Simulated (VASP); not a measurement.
Set up this calculation in VASP 6.6.1, as the native input.

| Item | Value |
| --- | --- |
| Task | single point |
| Functional | PBEsol |
| Potentials or basis | VASP PAW PBE potentials, release 64 (Au) |
| Cutoff | 520 eV |
| k mesh | 16 × 16 × 10 |
| Occupations | gaussian, width 0.1 eV |
| Spin | no spin polarisation |
| Dipole correction | no |
| Further INCAR settings | ALGO = Fast; EDIFF = 1e-06; NBANDS = 18 |

The structure of Au lies in POSCAR:

```
Au
1.0
    1.3762950372     -2.4296768004      0.0000000000
    1.3762950372      2.4296768004      0.0000000000
    0.0000000000      0.0000000000      4.6365118381
Au
2
Direct
    0.6640031480      0.3359968520      0.2500000000
    0.3359968520      0.6640031480      0.7500000000
```

This cell differs from its parent crystal: volume scaled by 0.91, then relaxed in part.

The input as run:

INCAR

```
SYSTEM = Au
  PREC = Accurate
  ENCUT = 520
  EDIFF = 1E-6
  ISMEAR = 0
  SIGMA = 0.1
  LREAL = .FALSE.
  LASPH = .TRUE.
  NELM = 80
  ALGO = Fast
  ISIF = 2
  LWAVE = .FALSE.
  LCHARG = .TRUE.
  GGA = PS
  LELF = .TRUE.
  LVHAR = .TRUE.
  NBANDS = 18
```

KPOINTS

```
Automatic mesh
0
G
  16 16 10
  0 0 0
```

Potentials or basis: VASP PAW PBE potentials, release 64 (Au).

Run with:

```console
$ cat potpaw_PBE.64/Au/POTCAR > POTCAR
$ mpirun -np 1 vasp_std > vasp.out
```

It gave:

| Item | Value |
| --- | --- |
| Pressure | 20.9 GPa |
| Band gap on the k mesh | zero (band 11 reaches 15.16 eV, above the bottom of band 12 at 8.15 eV) |

Caveat: the PAW data sets were made with another functional, which shifts forces and pressure a little; spin-orbit coupling is left out, which moves the levels of the heavy elements.

Run time: 85 s on 1 thread of Intel(R) Xeon(R) 6975P-C (Granite Rapids) (shared host), peak memory 0.31 GiB.
